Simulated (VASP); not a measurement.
Set up this calculation in VASP 6.6.1, as the native input.

```
Task                   : single point
Functional             : LDA
Potentials or basis    : VASP PAW LDA potentials, release 64 (Li_sv)
Cutoff                 : 520 eV
k mesh                 : 4 × 4 × 1
Occupations            : gaussian, width 0.05 eV
Spin                   : no spin polarisation
Dipole correction      : no
Further INCAR settings : LREAL = Auto; ALGO = Normal; EDIFF = 1e-07; NBANDS = 40
```

The structure of Li lies in POSCAR:

```
Li
1.0
    6.9800000000      0.0000000000      0.0000000000
    3.4900000000      4.9356050000      0.0000000000
    0.0000000000      0.0000000000     20.4034080000
Li
17
Direct
   -0.2500000507      0.5000001013      0.0490114201
    0.2499999493      0.5000001013      0.0490114201
   -0.2500000000      1.0000000000      0.0490114201
    0.2500000000      1.0000000000      0.0490114201
   -0.0110495441      0.0334816097      0.1552129919
    0.4790027064      0.0300745299      0.1576439093
   -0.0180460346      0.5381786022      0.1547627730
    0.4853246100      0.5254407514      0.1599385750
   -0.2395576958      0.5134239875      0.2678038394
    0.2260345136      0.5085226634      0.2690758818
   -0.2570677030      1.0297511653      0.2619211947
    0.2402345565      1.0031586806      0.2687627479
    0.0067485734     -0.0466392671      0.3757372788
    0.5334720519     -0.0351438172      0.3679087827
    0.0250016965      0.4374312774      0.3909665483
    0.5153489179      0.4734124793      0.3754233606
    0.3294878042     -0.1043882158      0.4795099427
```

The input as run:

INCAR

```
SYSTEM = Li
PREC = Accurate ; ENCUT = 520
EDIFF = 1E-7 ; ISMEAR = 0
SIGMA = 0.05 ; LREAL = Auto
LASPH = .TRUE. ; NELM = 60
ALGO = Normal ; ISIF = 2
LWAVE = .FALSE. ; LCHARG = .FALSE.
GGA = CA ; NBANDS = 40
```

KPOINTS

```
Automatic mesh
0
G
  4 4 1
  0 0 0
```

Potentials or basis: VASP PAW LDA potentials, release 64 (Li_sv).

Run with:

```sh
$ cat potpaw_LDA.64/Li_sv/POTCAR > POTCAR
$ mpirun -np 1 vasp_std > vasp.out
```

It gave:

| Quantity | Value |
| --- | --- |
| Largest force | 0.053 eV/Å |
| Band gap on the k mesh | zero (an odd number of electrons rules out a gap without spin polarisation) |

Caveat: there is no dipole correction, which matters where the two faces differ.

Run time: 7.5 min on 1 thread of AMD EPYC 9R45 96-Core Processor (Zen 5) (shared host), peak memory 0.6 GiB.
